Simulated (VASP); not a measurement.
Input of a VASP 6.6.1 run:

The input INCAR:

```
SYSTEM = BN
PREC = Accurate
ENCUT = 520
EDIFF = 1E-7
ISMEAR = 0
SIGMA = 0.05
LREAL = .FALSE.
LASPH = .TRUE.
NELM = 100
ALGO = Normal
ISIF = 2
LWAVE = .FALSE.
LCHARG = .FALSE.
GGA = PS
NBANDS = 16
```

File KPOINTS:

```
regular mesh
0
G
  12 12 4
  0 0 0
```

Contents of POSCAR:

```
BN
1.0
    2.4256901463      0.0000000000      0.0000000000
   -1.2128450732      2.1007092884      0.0000000000
    0.0000000000      0.0000000000      7.0981896195
B N
2 2
Direct
    0.3333333333      0.6666666667      0.2500000000
    0.6666666667      0.3333333333      0.7500000000
    0.3333333333      0.6666666667      0.7500000000
    0.6666666667      0.3333333333      0.2500000000
```

Potentials or basis: VASP PAW PBE potentials, release 64 (B, N).

The run is started by

```console
$ cat potpaw_PBE.64/B/POTCAR potpaw_PBE.64/N/POTCAR > POTCAR
$ mpirun -np 1 vasp_std > vasp.out
```

Question: What does it give for the pressure?

Answer: 25.0 GPa.

Question: What does it give for the band gap on the k mesh?

Answer: 4.43 eV, indirect (least direct gap 4.83 eV).

Stress tensor (GPa, compression positive):
```
37.64  0.00  0.00
 0.00 37.64  0.00
 0.00  0.00 -0.18
```

Caveat: the PAW data sets were made with another functional, which shifts forces and pressure a little; this functional lacks dispersion, which binds the layers, so the pressure and a relaxed spacing across them are unreliable. A k mesh can miss the band edges.
